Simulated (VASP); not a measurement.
# Hf (Im-3m) in VASP: single point with PBE

Aim: the single point of Hf with PBE.

Program: VASP 6.6.1. These are calculated values, not measurements. Logs are shortened: lines on timing, memory, paths and dates and some standing lists are left out, and cuts for length are marked.

### Step 1. The cell of the first run

It takes space group Im-3m (No. 229, cubic). Conventional cell: a = 3.610 Å, b = 3.610 Å, c = 3.610 Å, α = 90.00°, β = 90.00°, γ = 90.00°. Hf (site symmetry m-3m) has 14 Hf at 3.13 to 3.61 Å within 4.1 Å.

### Step 2. Single point, PBE, collinear spin, ferromagnetic start

The input, INCAR:

```
SYSTEM = Hf
  ALGO = Normal
  EDIFF = 1E-6
  ENCUT = 520
  GGA = PE
  ISIF = 2
  ISMEAR = 0
  ISPIN = 2
  LASPH = .TRUE.
  LCHARG = .FALSE.
  LMAXMIX = 4
  LORBIT = 11
  LREAL = .FALSE.
  LWAVE = .FALSE.
  MAGMOM = 0.1
  NBANDS = 15
  NELM = 150
  PREC = Accurate
  SIGMA = 0.1
```

The input, KPOINTS:

```
k-points
0
G
  9 9 9
  0 0 0
```

The input, POSCAR:

```
Hf
1.0
   -1.8050000000      1.8050000000      1.8050000000
    1.8050000000     -1.8050000000      1.8050000000
    1.8050000000      1.8050000000     -1.8050000000
Hf
1
Direct
    0.0000000000      0.0000000000      0.0000000000
```

Potentials or basis: VASP PAW PBE potentials, release 64 (Hf_pv).

On the command line:

```bash
$ cat potpaw_PBE.64/Hf_pv/POTCAR > POTCAR
$ mpirun -np 1 vasp_std > vasp.out
```

OUTCAR:

```text
SYSTEM = Hf
   EDIFF = 1E-6
   ENCUT = 520
   GGA = PE
   ISIF = 2
   ISMEAR = 0
   ISPIN = 2
   LASPH = .TRUE.
   LORBIT = 11
   LREAL = .FALSE.
   NELM = 150
   PREC = Accurate

 ion  position               nearest neighbor table
   1  0.000  0.000  0.000-

  LATTYP: Found a body centered cubic cell.
 ALAT       =     3.6100000000

  Lattice vectors:

 A1 = (  -1.8050000000,   1.8050000000,   1.8050000000)
 A2 = (   1.8050000000,  -1.8050000000,   1.8050000000)
 A3 = (   1.8050000000,   1.8050000000,  -1.8050000000)

Analysis of symmetry for initial positions (statically):
=====================================================================
 Subroutine PRICEL returns:
 Original cell was already a primitive cell.

 Routine SETGRP: Setting up the symmetry group for a
 body centered cubic supercell.

 Subroutine GETGRP returns: Found 48 space group operations
 (whereof 48 operations were pure point group operations)
 out of a pool of 48 trial point group operations.

The static configuration has the point symmetry O_h .

Analysis of symmetry for dynamics (positions and initial velocities):
=====================================================================
 Subroutine PRICEL returns:
 Original cell was already a primitive cell.

 Routine SETGRP: Setting up the symmetry group for a
 body centered cubic supercell.

 Subroutine GETGRP returns: Found 48 space group operations
 (whereof 48 operations were pure point group operations)
 out of a pool of 48 trial point group operations.

The dynamic configuration has the point symmetry O_h .

Analysis of structural, dynamic, and magnetic symmetry:
=====================================================================
 Subroutine PRICEL returns:
 Original cell was already a primitive cell.

 Routine SETGRP: Setting up the symmetry group for a
 body centered cubic supercell.

 Subroutine GETGRP returns: Found 48 space group operations
 (whereof 48 operations were pure point group operations)
 out of a pool of 48 trial point group operations.

The overall configuration has the point symmetry O_h .

 Subroutine INISYM returns: Found 48 space group operations
 (whereof 48 operations are pure point group operations),
 and found     1 'primitive' translations

----------------------------------------------------------------------------------------

                                     Primitive cell

  volume of cell :      23.5229

  direct lattice vectors                    reciprocal lattice vectors
    -1.805000000  1.805000000  1.805000000     0.000000000  0.277008310  0.277008310
     1.805000000 -1.805000000  1.805000000     0.277008310  0.000000000  0.277008310
     1.805000000  1.805000000 -1.805000000     0.277008310  0.277008310  0.000000000

  length of vectors
     3.126351708  3.126351708  3.126351708     0.391748909  0.391748909  0.391748909

  position of ions in fractional coordinates (direct lattice)
     0.000000000  0.000000000  0.000000000

  ion indices of the primitive-cell ions
   primitive index   ion index
                 1           1

----------------------------------------------------------------------------------------

 KPOINTS: k-points

Automatic generation of k-mesh.
 Grid dimensions read from file:
 generate k-points for:    9    9    9

 Generating k-lattice:

  Cartesian coordinates                     Fractional coordinates (reciprocal lattice)
     0.000000000  0.030778701  0.030778701     0.111111111  0.000000000  0.000000000
     0.030778701  0.000000000  0.030778701     0.000000000  0.111111111  0.000000000
     0.030778701  0.030778701  0.000000000     0.000000000  0.000000000  0.111111111

  Length of vectors
     0.043527657  0.043527657  0.043527657

  Shift w.r.t. Gamma in fractional coordinates (k-lattice)
     0.000000000  0.000000000  0.000000000

 Subroutine IBZKPT returns following result:
 ===========================================

 Found     35 irreducible k-points:

 Following reciprocal coordinates:
            Coordinates               Weight
  0.000000  0.000000  0.000000      1.000000
  0.111111  0.000000  0.000000     12.000000
  0.222222  0.000000  0.000000     12.000000
  0.333333  0.000000  0.000000     12.000000
  0.444444  0.000000  0.000000     12.000000
  0.111111  0.111111  0.000000     24.000000
[... 16 lines left out ...]
 -0.333333  0.444444  0.111111     48.000000
 -0.444444 -0.444444  0.111111     24.000000
 [... further k-points ...]
   k-points           NKPTS =     35   k-points in BZ     NKDIM =     35   number of bands    NBANDS=     15
   number of dos      NEDOS =    301   number of ions     NIONS =      1
   total plane-waves  NPLWV =  13824
   dimension x,y,z NGX =    24 NGY =   24 NGZ =   24
   dimension x,y,z NGXF=    48 NGYF=   48 NGZF=   48
   ions per type =               1
   NGX,Y,Z   is equivalent  to a cutoff of  12.76, 12.76, 12.76 a.u.
   NGXF,Y,Z  is equivalent  to a cutoff of  25.52, 25.52, 25.52 a.u.
 SYSTEM =  Hf
   PREC   = accura    normal or accurate (medium, high low for compatibility)
   ISTART =      0    job   : 0-new  1-cont  2-samecut
   ICHARG =      2    charge: 1-file 2-atom 10-const
   ISPIN  =      2    spin polarized calculation?
   LNONCOLLINEAR =      F non collinear calculations
   LSORBIT =      F    spin-orbit coupling
   LASPH  =      T    aspherical Exc in radial PAW
   ENCUT  =  520.0 eV  38.22 Ry    6.18 a.u.   5.81  5.81  5.81*2*pi/ulx,y,z
   NELM   =    150;   NELMIN=  2; NELMDL= -5     # of ELM steps
   EDIFF  = 0.1E-05   stopping-criterion for ELM
   LREAL  =      F    real-space projection
   EDIFFG = 0.1E-04   stopping-criterion for IOM
   NSW    =      0    number of steps for IOM
   IBRION =     -1    ionic relax: 0-MD 1-quasi-New 2-CG
   NFREE  =      0    steps in history (QN), initial steepest desc. (CG)
   ISIF   =      2    stress and relaxation
   ISYM   =      2    0-nonsym 1-usesym 2-fastsym
   POTIM  = 0.5000    time-step for ionic-motion
   TEBEG  =    0.0;   TEEND  =   0.0 temperature during run
   PSTRESS=    0.0 pullay stress
   NELECT =      10.0000    total number of electrons
   NUPDOWN=      -1.0000    fix difference up-down
   EMIN   =  10.00;   EMAX   =-10.00  energy-range for DOS
   EFERMI =   0.00;   METHOD = LEGACY
   ISMEAR =     0;   SIGMA  =   0.10  broadening in eV -4-tet -1-fermi 0-gaus
   EFERMI_NEDOS =   21; number of points for ismear=-14 and -15
   IALGO  =     38    algorithm
   IMIX   =      4    mixing-type and parameters
     AMIX     =   0.40;   BMIX     =  1.00
     AMIX_MAG =   1.60;   BMIX_MAG =  1.00
  volume/ion in A,a.u.               =      23.52       158.74
  Fermi-wavevector in a.u.,A,eV,Ry     =   1.230961  2.326179 20.616432  1.515265
  Thomas-Fermi vector in A             =   2.365789
   LORBIT       =     11    0 simple, 1 ext, 2 COOP (PROOUT), +10 PAW based schemes
   GGA     = PE    functional components
   LHFCALC =     F    Hartree Fock is set to
   AEXX    =    0.0000 exact exchange contribution
   IVDW    =     0    specifies the selected vdW correction
   LEPSILON=     F    determine dielectric tensor
   LRPA    =     F    only Hartree local field effects (RPA)
 spin polarized calculation
 Gauss-broadening in eV      SIGMA  =   0.10
  energy-cutoff  :      520.00
  volume of cell :       23.52
 maximum number of plane-waves:       650
   NGX = 11   NGY = 11   NGZ = 11

 number of electron      10.0000001 magnetization       0.0833793

 Free energy of the ion-electron system (eV)
  ---------------------------------------------------
  ext. energy  EPLUGINS =         0.00000000
  ---------------------------------------------------
  free energy    TOTEN  =        -9.71742612 eV

  energy without entropy =       -9.70276764  energy(sigma->0) =       -9.71009688

 E-fermi :   4.2804     XC(G=0): -11.0582

 val. band max:        4.2709880990   @ k =  -0.3333   0.3333   0.1111
 cond. band min:       4.2898256355   @ k =  -0.2222   0.3333   0.1111
 fundamental gap:      0.0188375365
 Fermi energy:         4.2804233376

 spin component 1

 k-point     1 :       0.0000    0.0000    0.0000
  band No.  band energies     occupation
      1     -25.8003      1.00000
      2     -25.8003      1.00000
      3     -25.8003      1.00000
      4      -2.6614      1.00000
      5       5.6999      0.00000
      6       5.6999      0.00000
      7       5.6999      0.00000
      8       8.3518      0.00000
      9       8.3518      0.00000
     10      17.2551      0.00000
     11      17.2551      0.00000
     12      17.2551      0.00000
     13      17.3080      0.00000
     14      26.2890      0.00000
     15      26.2890      0.00000
[... 397 lines left out ...]
 k-point    24 :      -0.4444   -0.4444    0.1111
  band No.  band energies     occupation
      1     -26.4208      1.00000
      2     -26.1314      1.00000
      3     -25.9109      1.00000
      4       2.0113      1.00000
      5       3.9023      1.00000
      6       4.3188      0.29342
      7       7.0460      0.00000
      8       9.6028      0.00000
      9      11.9519      0.00000
     10      12.9027      0.00000
     11      16.2367      0.00000
     12      17.3141      0.00000
     13      18.0871      0.00000
     14      22.1502      0.00000
     15      24.8483      0.00000

 [... further k-points ...]

 spin component 2

 k-point     1 :       0.0000    0.0000    0.0000
  band No.  band energies     occupation
      1     -25.7759      1.00000
      2     -25.7759      1.00000
      3     -25.7759      1.00000
      4      -2.5964      1.00000
      5       5.7591      0.00000
      6       5.7591      0.00000
      7       5.7591      0.00000
      8       8.3817      0.00000
      9       8.3817      0.00000
     10      17.3250      0.00000
     11      17.3250      0.00000
     12      17.3250      0.00000
     13      17.3287      0.00000
     14      26.3394      0.00000
     15      26.3394      0.00000
[... 397 lines left out ...]
 k-point    24 :      -0.4444   -0.4444    0.1111
  band No.  band energies     occupation
      1     -26.3941      1.00000
      2     -26.1057      1.00000
      3     -25.8860      1.00000
      4       2.0693      1.00000
      5       3.9560      1.00000
      6       4.3785      0.08275
      7       7.0946      0.00000
      8       9.6483      0.00000
      9      11.9956      0.00000
     10      12.9520      0.00000
     11      16.2925      0.00000
     12      17.3348      0.00000
     13      18.1458      0.00000
     14      22.2103      0.00000
     15      24.9020      0.00000

 [... further k-points ...]

------------------------ aborting loop because EDIFF is reached ----------------------------------------

  FORCE on cell =-STRESS in cart. coord.  units (eV):
  Direction    XX          YY          ZZ          XY          YZ          ZX
  --------------------------------------------------------------------------------------
  -------------------------------------------------------------------------------------
  Total       -0.7493312     -0.7493312     -0.7493312      0.0000000      0.0000000     -0.0000000
  in kB      -51.0379003    -51.0379003    -51.0379003      0.0000000      0.0000000     -0.0000000
  external PRESSURE =     -51.0379003 kB  Pullay stress =       0.0000000 kB

 VOLUME and BASIS-vectors are now :
 -----------------------------------------------------------------------------
  energy-cutoff  :      520.00
  volume of cell :       23.52
      direct lattice vectors                 reciprocal lattice vectors
    -1.805000000  1.805000000  1.805000000     0.000000000  0.277008310  0.277008310
     1.805000000 -1.805000000  1.805000000     0.277008310  0.000000000  0.277008310
     1.805000000  1.805000000 -1.805000000     0.277008310  0.277008310  0.000000000

 POSITION                                       TOTAL-FORCE (eV/Angst)
 -----------------------------------------------------------------------------------
      0.00000      0.00000      0.00000         0.000000      0.000000      0.000000
 -----------------------------------------------------------------------------------
    total drift:                               -0.000000      0.000000      0.000000

  FREE ENERGIE OF THE ION-ELECTRON SYSTEM (eV)
  ---------------------------------------------------
  free  energy   TOTEN  =        -9.7174261198 eV

  energy  without entropy=       -9.7027676406  energy(sigma->0) =       -9.71009688

 total charge

# of ion       s       p       d       tot
------------------------------------------
    1        0.372   6.349   1.520   8.241

 magnetization (x)

# of ion       s       p       d       tot
------------------------------------------
    1        0.000   0.013   0.043   0.057
```

Run time: 33 s. Hardware: 1 thread of Intel Xeon 8259CL, shared host; peak memory 0.16 GiB.

What came out:

```yaml
Free_energy: -9.7174 eV
Pressure: -5.1 GPa
Net_moment: 0.08 μB per cell
Site_moments: Hf +0.06 μB
Valence_electrons_inside_the_program's_atomic_spheres: Hf 8.24
```

Caveat: spin-orbit coupling is left out, which moves the levels of the heavy elements.
